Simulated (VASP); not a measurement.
Write the native input for VASP 6.6.1 that does the following.

```
Task                   : single point
Functional             : LDA
Potentials or basis    : VASP PAW LDA potentials, release 64 (Pb_d, O)
Cutoff                 : 520 eV
k mesh                 : 8 × 8 × 6
Occupations            : gaussian, width 0.05 eV
Spin                   : no spin polarisation
Dipole correction      : no
Further INCAR settings : ALGO = Normal; EDIFF = 1e-06; NBANDS = 28
```

The structure of PbO lies in POSCAR:

```
PbO
1.0
    3.9744000000      0.0000000000      0.0000000000
    0.0000000000      3.9744000000      0.0000000000
    0.0000000000      0.0000000000      5.0220000000
Pb O
2 2
Direct
    0.0000000000      0.5000000000      0.2351000000
    0.5000000000      0.0000000000      0.7649000000
    0.0000000000      0.0000000000      0.0099561928
    0.5000000000      0.5000000000      0.0099561928
```

This cell differs from its parent crystal: all O atoms moved +0.050 Å, as atom 3 along Cartesian [0 0 1].

The input as run:

INCAR

```
PREC = Accurate
ENCUT = 520
EDIFF = 1E-6
ISMEAR = 0
SIGMA = 0.05
LREAL = F
LASPH = T
NELM = 80
ALGO = Normal
ISIF = 2
LWAVE = F
LCHARG = F
GGA = CA
NBANDS = 28
```

KPOINTS

```
regular mesh
0
Gamma
  8 8 6
```

Potentials or basis: VASP PAW LDA potentials, release 64 (Pb_d, O).

Launch:

```bash
$ cat potpaw_LDA.64/Pb_d/POTCAR potpaw_LDA.64/O/POTCAR > POTCAR
$ mpirun -np 1 vasp_std > vasp.out
```

It gave:

```json
{"Pressure": "-1.6 GPa", "Largest force": "0.494 eV/Å", "Band gap on the k mesh": "1.18 eV, indirect (least direct gap 2.23 eV)"}
```

Caveat: the cell differs from its parent crystal (all O atoms moved +0.050 Å, as atom 3 along Cartesian [0 0 1]); spin-orbit coupling is left out, which moves the levels of the heavy elements.

It took 60 s on 1 thread of AMD EPYC 9R45 96-Core Processor (Zen 5), with other jobs on the host, peak memory 0.2 GiB.
